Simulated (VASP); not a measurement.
# LuH2 (Fm-3m) in VASP: single point with r2SCAN

Aim: the single point of LuH2 with r2SCAN.

All numbers are computed with VASP 6.6.1; they aren't measurements. Logs are shortened: lines on timing, memory, paths and dates and some standing lists are left out, and cuts for length are marked.

### Step 1. The cell of the first run

The structure is cubic, space group Fm-3m (No. 225). Conventional cell: a = 5.107 Å, b = 5.107 Å, c = 5.107 Å, α = 90.00°, β = 90.00°, γ = 90.00°. Within 2.9 Å of Lu (site symmetry m-3m) lie 8 H at 2.21 Å. H (site symmetry -43m) has 4 Lu at 2.21 Å and 6 H at 2.55 Å within 2.9 Å.

### Step 2. Single point, r2SCAN

Contents of POSCAR:

```
LuH2
1.0
    0.0000000000      2.5532890000      2.5532890000
    2.5532890000      0.0000000000      2.5532890000
    2.5532890000      2.5532890000      0.0000000000
Lu H
1 2
Direct
    0.0000000000      0.0000000000      0.0000000000
    0.2500000000      0.2500000000      0.2500000000
    0.7500000000      0.7500000000      0.7500000000
```

Contents of INCAR.step1:

```
PREC = Accurate
ENCUT = 520
ISMEAR = -1
SIGMA = 0.0253
LREAL = F
LASPH = T
NELM = 60
NBANDS = 20
GGA = PE
ALGO = Normal
EDIFF = 1E-4
LWAVE = T
LCHARG = F
```

Contents of INCAR.step2:

```
PREC = Accurate
ENCUT = 520
EDIFF = 1E-7
ISMEAR = -1
SIGMA = 0.0253
LREAL = F
LASPH = T
NELM = 60
ALGO = Normal
ISIF = 2
LWAVE = F
LCHARG = F
METAGGA = R2SCAN
LMIXTAU = T
NBANDS = 20
ISTART = 1
```

Contents of KPOINTS:

```
regular mesh
0
Gamma
  11 11 11
```

Potentials or basis: VASP PAW PBE potentials, release 64 (Lu, H).

Launch:

```sh
$ cat potpaw_PBE.64/Lu/POTCAR potpaw_PBE.64/H/POTCAR > POTCAR
$ cp INCAR.step1 INCAR
$ mpirun -np 1 vasp_std > vasp.out
$ cp INCAR.step2 INCAR
$ mpirun -np 1 vasp_std > vasp.out
```

OUTCAR:

```text
PREC = Accurate
   ENCUT = 520
   EDIFF = 1E-7
   ISMEAR = -1
   LREAL = F
   LASPH = T
   NELM = 60
   ISIF = 2
   METAGGA = R2SCAN
   ISTART = 1

 ion  position               nearest neighbor table
   1  0.000  0.000  0.000-   2 2.21   3 2.21   3 2.21   3 2.21   3 2.21   2 2.21   2 2.21   2 2.21

   2  0.250  0.250  0.250-   1 2.21   1 2.21   1 2.21   1 2.21
   3  0.750  0.750  0.750-   1 2.21   1 2.21   1 2.21   1 2.21

  LATTYP: Found a face centered cubic cell.
 ALAT       =     5.1065780000

  Lattice vectors:

 A1 = (   0.0000000000,   2.5532890000,   2.5532890000)
 A2 = (   2.5532890000,   0.0000000000,   2.5532890000)
 A3 = (   2.5532890000,   2.5532890000,   0.0000000000)

Analysis of symmetry for initial positions (statically):
=====================================================================
 Subroutine PRICEL returns:
 Original cell was already a primitive cell.

 Routine SETGRP: Setting up the symmetry group for a
 face centered cubic supercell.

 Subroutine GETGRP returns: Found 48 space group operations
 (whereof 48 operations were pure point group operations)
 out of a pool of 48 trial point group operations.

The static configuration has the point symmetry O_h .

Analysis of symmetry for dynamics (positions and initial velocities):
=====================================================================
 Subroutine PRICEL returns:
 Original cell was already a primitive cell.

 Routine SETGRP: Setting up the symmetry group for a
 face centered cubic supercell.

 Subroutine GETGRP returns: Found 48 space group operations
 (whereof 48 operations were pure point group operations)
 out of a pool of 48 trial point group operations.

The dynamic configuration has the point symmetry O_h .

 Subroutine INISYM returns: Found 48 space group operations
 (whereof 48 operations are pure point group operations),
 and found     1 'primitive' translations

----------------------------------------------------------------------------------------

                                     Primitive cell

  volume of cell :      33.2912

  direct lattice vectors                    reciprocal lattice vectors
     0.000000000  2.553289000  2.553289000    -0.195825854  0.195825854  0.195825854
     2.553289000  0.000000000  2.553289000     0.195825854 -0.195825854  0.195825854
     2.553289000  2.553289000  0.000000000     0.195825854  0.195825854 -0.195825854

  length of vectors
     3.610895932  3.610895932  3.610895932     0.339180329  0.339180329  0.339180329

  position of ions in fractional coordinates (direct lattice)
     0.000000000  0.000000000  0.000000000
     0.250000000  0.250000000  0.250000000
     0.750000000  0.750000000  0.750000000

  ion indices of the primitive-cell ions
   primitive index   ion index
                 1           1
                 2           2
                 3           3

----------------------------------------------------------------------------------------

 KPOINTS: regular mesh

Automatic generation of k-mesh.
 Grid dimensions read from file:
 generate k-points for:   11   11   11

 Generating k-lattice:

  Cartesian coordinates                     Fractional coordinates (reciprocal lattice)
    -0.017802350  0.017802350  0.017802350     0.090909091  0.000000000  0.000000000
     0.017802350 -0.017802350  0.017802350     0.000000000  0.090909091  0.000000000
     0.017802350  0.017802350 -0.017802350     0.000000000  0.000000000  0.090909091

  Length of vectors
     0.030834575  0.030834575  0.030834575

  Shift w.r.t. Gamma in fractional coordinates (k-lattice)
     0.000000000  0.000000000  0.000000000

 Subroutine IBZKPT returns following result:
 ===========================================

 Found     56 irreducible k-points:

 Following reciprocal coordinates:
            Coordinates               Weight
  0.000000  0.000000  0.000000      1.000000
  0.090909  0.000000  0.000000      8.000000
  0.181818  0.000000  0.000000      8.000000
  0.272727  0.000000  0.000000      8.000000
  0.363636  0.000000  0.000000      8.000000
  0.454545  0.000000  0.000000      8.000000
[... 16 lines left out ...]
 -0.272727  0.181818  0.000000     24.000000
 -0.181818  0.181818  0.000000     12.000000
 [... further k-points ...]
   k-points           NKPTS =     56   k-points in BZ     NKDIM =     56   number of bands    NBANDS=     20
   number of dos      NEDOS =    301   number of ions     NIONS =      3
   total plane-waves  NPLWV =  21952
   dimension x,y,z NGX =    28 NGY =   28 NGZ =   28
   dimension x,y,z NGXF=    56 NGYF=   56 NGZF=   56
   ions per type =               1   2
   NGX,Y,Z   is equivalent  to a cutoff of  12.89, 12.89, 12.89 a.u.
   NGXF,Y,Z  is equivalent  to a cutoff of  25.78, 25.78, 25.78 a.u.
 SYSTEM =  unknown system
   PREC   = accura    normal or accurate (medium, high low for compatibility)
   ISTART =      1    job   : 0-new  1-cont  2-samecut
   ICHARG =      0    charge: 1-file 2-atom 10-const
   ISPIN  =      1    spin polarized calculation?
   LNONCOLLINEAR =      F non collinear calculations
   LSORBIT =      F    spin-orbit coupling
   LASPH  =      T    aspherical Exc in radial PAW
   ENCUT  =  520.0 eV  38.22 Ry    6.18 a.u.   6.71  6.71  6.71*2*pi/ulx,y,z
   NELM   =     60;   NELMIN=  2; NELMDL=  0     # of ELM steps
   EDIFF  = 0.1E-06   stopping-criterion for ELM
   LREAL  =      F    real-space projection
   EDIFFG = 0.1E-05   stopping-criterion for IOM
   NSW    =      0    number of steps for IOM
   IBRION =     -1    ionic relax: 0-MD 1-quasi-New 2-CG
   NFREE  =      0    steps in history (QN), initial steepest desc. (CG)
   ISIF   =      2    stress and relaxation
   ISYM   =      2    0-nonsym 1-usesym 2-fastsym
   POTIM  = 0.5000    time-step for ionic-motion
   TEBEG  =    0.0;   TEEND  =   0.0 temperature during run
   PSTRESS=    0.0 pullay stress
   NELECT =      27.0000    total number of electrons
   NUPDOWN=      -1.0000    fix difference up-down
   EMIN   =  10.00;   EMAX   =-10.00  energy-range for DOS
   EFERMI =   0.00;   METHOD = LEGACY
   ISMEAR =    -1;   SIGMA  =   0.03  broadening in eV -4-tet -1-fermi 0-gaus
   EFERMI_NEDOS =   21; number of points for ismear=-14 and -15
   IALGO  =     38    algorithm
   IMIX   =      4    mixing-type and parameters
     AMIX     =   0.40;   BMIX     =  1.00
     AMIX_MAG =   1.60;   BMIX_MAG =  1.00
  volume/ion in A,a.u.               =      11.10        74.89
  Fermi-wavevector in a.u.,A,eV,Ry     =   1.526697  2.885039 31.712499  2.330803
  Thomas-Fermi vector in A             =   2.634695
   LORBIT       =      0    0 simple, 1 ext, 2 COOP (PROOUT), +10 PAW based schemes
   METAGGA = R2SCAN    functional components
   LHFCALC =     F    Hartree Fock is set to
   AEXX    =    0.0000 exact exchange contribution
   IVDW    =     0    specifies the selected vdW correction
   LEPSILON=     F    determine dielectric tensor
   LRPA    =     F    only Hartree local field effects (RPA)
 non-spin polarized calculation
  energy-cutoff  :      520.00
  volume of cell :       33.29
 maximum number of plane-waves:       914
   NGX = 13   NGY = 13   NGZ = 13

 number of electron      27.0000007 magnetization

 Free energy of the ion-electron system (eV)
  ---------------------------------------------------
  ext. energy  EPLUGINS =         0.00000000
  ---------------------------------------------------
  free energy    TOTEN  =       -47.22364882 eV

  energy without entropy =      -47.22164834  energy(sigma->0) =      -47.22264858

 E-fermi :   2.6140     XC(G=0): -11.6256

 val. band max:        2.5685160143   @ k =   0.3636   0.2727   0.0000
 cond. band min:       2.6189585699   @ k =   0.4545   0.2727   0.0909
 fundamental gap:      0.0504425556
 Fermi energy:         2.6139809467

 k-point     1 :       0.0000    0.0000    0.0000
  band No.  band energies     occupation
      1     -55.5774      2.00000
      2     -25.4438      2.00000
      3     -25.4438      2.00000
      4     -25.4438      2.00000
      5      -7.0470      2.00000
      6      -3.0992      2.00000
[... 12 lines left out ...]
     19      12.5477      0.00000
     20      15.2039      0.00000

 k-point     2 :       0.0909    0.0000    0.0000
  band No.  band energies     occupation
      1     -55.5759      2.00000
      2     -25.4746      2.00000
      3     -25.4476      2.00000
      4     -25.4476      2.00000
      5      -6.8615      2.00000
      6      -3.0990      2.00000
[... 12 lines left out ...]
     19      11.7508      0.00000
     20      15.6481      0.00000

 k-point     3 :       0.1818    0.0000    0.0000
  band No.  band energies     occupation
      1     -55.5721      2.00000
      2     -25.5561      2.00000
      3     -25.4576      2.00000
      4     -25.4576      2.00000
      5      -6.3411      2.00000
      6      -3.0980      2.00000
[... 12 lines left out ...]
     19      10.7582      0.00000
     20      15.0946      0.00000

 k-point     4 :       0.2727    0.0000    0.0000
  band No.  band energies     occupation
      1     -55.5670      2.00000
      2     -25.6603      2.00000
      3     -25.4707      2.00000
      4     -25.4707      2.00000
      5      -5.6005      2.00000
      6      -3.0961      2.00000
[... 12 lines left out ...]
     19      10.7973      0.00000
     20      12.6806      0.00000

 k-point     5 :       0.3636    0.0000    0.0000
  band No.  band energies     occupation
      1     -55.5624      2.00000
      2     -25.7539      2.00000
      3     -25.4827      2.00000
      4     -25.4827      2.00000
      5      -4.8530      2.00000
      6      -3.0959      2.00000
[... 12 lines left out ...]
     19      10.5350      0.00000
     20      12.2029      0.00000
[... 353 lines left out ...]
      6      -3.0908      2.00000
[... 12 lines left out ...]
     19      10.0330      0.00000
     20      12.2217      0.00000

 k-point    22 :      -0.3636    0.1818    0.0000
  band No.  band energies     occupation
      1     -55.5579      2.00000
      2     -25.7603      2.00000
      3     -25.5730      2.00000
      4     -25.4986      2.00000
      5      -3.9881      2.00000
      6      -3.0876      2.00000
[... 12 lines left out ...]
     19      10.2368      0.00000
     20      11.8075      0.00000

 k-point    23 :      -0.2727    0.1818    0.0000
  band No.  band energies     occupation
      1     -55.5610      2.00000
      2     -25.7115      2.00000
      3     -25.5604      2.00000
      4     -25.4828      2.00000
      5      -4.5677      2.00000
      6      -3.0882      2.00000
[... 12 lines left out ...]
     19      10.2573      0.00000
     20      11.5393      0.00000

 k-point    24 :      -0.1818    0.1818    0.0000
  band No.  band energies     occupation
      1     -55.5653      2.00000
      2     -25.6512      2.00000
      3     -25.5269      2.00000
      4     -25.4678      2.00000
      5      -5.3141      2.00000
      6      -3.0933      2.00000
[... 12 lines left out ...]
     19      10.6330      0.00000
     20      12.1951      0.00000

 [... further k-points ...]

------------------------ aborting loop because EDIFF is reached ----------------------------------------

  FORCE on cell =-STRESS in cart. coord.  units (eV):
  Direction    XX          YY          ZZ          XY          YZ          ZX
  --------------------------------------------------------------------------------------
  -------------------------------------------------------------------------------------
  Total       -1.1383971     -1.1383971     -1.1383971      0.0000000     -0.0000000      0.0000000
  in kB      -54.7866108    -54.7866108    -54.7866108      0.0000000     -0.0000000      0.0000000
  external PRESSURE =     -54.7866108 kB  Pullay stress =       0.0000000 kB

 VOLUME and BASIS-vectors are now :
 -----------------------------------------------------------------------------
  energy-cutoff  :      520.00
  volume of cell :       33.29
      direct lattice vectors                 reciprocal lattice vectors
     0.000000000  2.553289000  2.553289000    -0.195825854  0.195825854  0.195825854
     2.553289000  0.000000000  2.553289000     0.195825854 -0.195825854  0.195825854
     2.553289000  2.553289000  0.000000000     0.195825854  0.195825854 -0.195825854

 POSITION                                       TOTAL-FORCE (eV/Angst)
 -----------------------------------------------------------------------------------
      0.00000      0.00000      0.00000        -0.000000     -0.000000      0.000000
      1.27664      1.27664      1.27664        -0.000000     -0.000000     -0.000000
      3.82993      3.82993      3.82993         0.000000      0.000000      0.000000
 -----------------------------------------------------------------------------------
    total drift:                               -0.000000      0.000000      0.000000

  FREE ENERGIE OF THE ION-ELECTRON SYSTEM (eV)
  ---------------------------------------------------
  free  energy   TOTEN  =       -47.2236488167 eV

  energy  without entropy=      -47.2216483412  energy(sigma->0) =      -47.22264858
```

Run time: 3.5 min. Hardware: 1 thread of AMD EPYC 7R43 (Zen 3), shared host; peak memory 0.16 GiB.

What came out:

```yaml
Free_energy: -47.2236 eV
Pressure: -5.5 GPa
Band_gap_on_the_k_mesh: zero (an odd number of electrons rules out a gap without spin polarisation)
```

Caveat: the cell stands under tension; the PAW data sets were made with another functional, which shifts forces and pressure a little; spin-orbit coupling is left out, which moves the levels of the heavy elements.
